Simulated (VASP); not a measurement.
Here is a VASP 6.6.1 calculation.

The input INCAR:

```
SYSTEM = SbSeBr3
ALGO     = Normal         ! electronic algorithm
EDIFF    = 1E-6           ! SCF threshold, eV
ENCUT    = 520            ! plane-wave cutoff, eV
GGA      = PE             ! functional
ISIF     = 2              ! what is computed and relaxed
ISMEAR   = 0              ! smearing method
LASPH    = .TRUE.         ! aspherical terms in the spheres
LCHARG   = .TRUE.         ! write CHGCAR
LELF     = .TRUE.         ! ELF
LREAL    = .FALSE.        ! projectors in reciprocal space
LVHAR    = .TRUE.       
LWAVE    = .FALSE.        ! write WAVECAR
NBANDS   = 24             ! bands
NELM     = 100            ! most SCF steps
PREC     = Accurate       ! precision mode
SIGMA    = 0.1            ! smearing width, eV
```

Contents of KPOINTS:

```
k-points
0
G
  4 4 4
  0 0 0
```

POSCAR

```
SbSeBr3
1.0
    5.5591348400      0.0000000000      0.0000000000
    0.0000000000      5.5591348400      0.0000000000
    0.0000000000      0.0000000000      5.5591348400
Sb Se Br
1 1 3
Direct
    0.5000000000      0.5000000000      0.5000000000
    0.0000000000      0.0000000000      0.0000000000
    0.0000000000      0.5000000000      0.5000000000
    0.5000000000      0.0000000000      0.5000000000
    0.5000000000      0.5000000000      0.0000000000
```

Potentials or basis: VASP PAW PBE potentials, release 64 (Sb, Se, Br).

Run with:

```sh
$ cat potpaw_PBE.64/Sb/POTCAR potpaw_PBE.64/Se/POTCAR potpaw_PBE.64/Br/POTCAR > POTCAR
$ mpirun -np 1 vasp_std > vasp.out
```

Question: What does it give for the pressure?

Answer: 0.4 GPa.

Question: What does it give for the band gap on the k mesh?

Answer: Zero (bands 16 and 17 overlap by 0.27 eV).

Caveat: spin-orbit coupling is left out, which moves the levels of the heavy elements.
